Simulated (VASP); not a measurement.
Input of a VASP 6.6.1 run:

Contents of INCAR:

```
PREC = Accurate ; ENCUT = 520
EDIFF = 1E-7 ; ISMEAR = -1
SIGMA = 0.02 ; LREAL = False
LASPH = True ; NELM = 80
ALGO = Normal ; ISIF = 2
LWAVE = False ; LCHARG = True
GGA = PE ; LELF = True
LVHAR = True ; NBANDS = 16
```

The input KPOINTS:

```
Automatic mesh
0
Gamma
  8 8 8
```

File POSCAR:

```
AgCl
1.0
    0.0000000000      2.8436018663      3.2677105488
    2.8436018663      0.0000000000      3.2677105488
    2.8436018663      2.8436018663      0.0000000000
Ag Cl
1 1
Direct
    0.0000000000      0.0000000000      0.0000000000
    0.2500000000      0.2500000000      0.2500000000
```

Potentials or basis: VASP PAW PBE potentials, release 64 (Ag, Cl).

The run is started by

```sh
$ cat potpaw_PBE.64/Ag/POTCAR potpaw_PBE.64/Cl/POTCAR > POTCAR
$ mpirun -np 1 vasp_std > vasp.out
```

Problem. Predict the pressure.

Solution. 1.2 GPa.

Problem. Estimate the band gap on the k mesh.

Solution. 1.19 eV.

Stress tensor (GPa, compression positive):
```
1.33 0.00 0.00
0.00 1.33 0.00
0.00 0.00 0.99
```

Caveat: the cell differs from its parent crystal (epitaxial xy strain -5.0%).
